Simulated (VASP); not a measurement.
Write the native input for VASP 6.6.1 that does the following.

```
Task                   : single point
Functional             : PBE
Potentials or basis    : VASP PAW PBE potentials, release 64 (In_d, Ga_d, As)
Cutoff                 : 520 eV
k mesh                 : 4 × 4 × 1
Occupations            : gaussian, width 0.1 eV
Spin                   : no spin polarisation
Dipole correction      : no
Further INCAR settings : ALGO = Normal; EDIFF = 1e-07; NBANDS = 66
```

The structure of InGa5As6 lies in POSCAR:

```
InGa5As6
1.0
    3.9500081000      0.0000000000      0.0000000000
    0.0000000000      3.9500081000      0.0000000000
    0.0000000000      0.0000000000     16.7584650800
In Ga As
1 5 6
Direct
    0.0000000000      0.0000000000      0.5000000000
    0.0000000000      0.0000000000      0.8333333300
    0.5000000000      0.5000000000      0.0000000000
    0.0000000000      0.0000000000      0.1666666700
    0.5000000000      0.5000000000      0.3333333300
    0.5000000000      0.5000000000      0.6666666700
    0.5000000000      0.0000000000      0.0833333300
    0.0000000000      0.5000000000      0.2500000000
    0.5000000000      0.0000000000      0.4166666700
    0.0000000000      0.5000000000      0.5833333300
    0.5000000000      0.0000000000      0.7500000000
    0.0000000000      0.5000000000      0.9166666700
```

The input as run:

INCAR

```
SYSTEM = InGa5As6
PREC     = Accurate       ! precision mode
ENCUT    = 520            ! plane-wave cutoff, eV
EDIFF    = 1E-7           ! SCF threshold, eV
ISMEAR   = 0              ! smearing method
SIGMA    = 0.1            ! smearing width, eV
LREAL    = .False.        ! projectors in reciprocal space
LASPH    = .True.         ! aspherical terms in the spheres
NELM     = 80             ! most SCF steps
ALGO     = Normal         ! electronic algorithm
ISIF     = 2              ! what is computed and relaxed
LWAVE    = .False.        ! write WAVECAR
LCHARG   = .True.         ! write CHGCAR
GGA      = PE             ! functional
LELF     = .True.         ! ELF
LVHAR    = .True.       
NBANDS   = 66             ! bands
```

KPOINTS

```
regular mesh
0
Gamma
  4 4 1
  0 0 0
```

Potentials or basis: VASP PAW PBE potentials, release 64 (In_d, Ga_d, As).

Launch:

```bash
$ cat potpaw_PBE.64/In_d/POTCAR potpaw_PBE.64/Ga_d/POTCAR potpaw_PBE.64/As/POTCAR > POTCAR
$ mpirun -np 1 vasp_std > vasp.out
```

Results of the run:

```yaml
Pressure: 10.7 GPa
Largest_force: 2.117 eV/Å
Band_gap_on_the_k_mesh: 0.79 eV
```

Caveat: the cell stands under pressure; spin-orbit coupling is left out, which moves the levels of the heavy elements; forces of over 1 eV/Å act on the atoms, so gaps and moduli don't describe the material at rest.

Wall time 2.6 min on 1 thread of AMD EPYC 9R45 96-Core Processor (Zen 5) (shared host), peak memory 0.33 GiB.
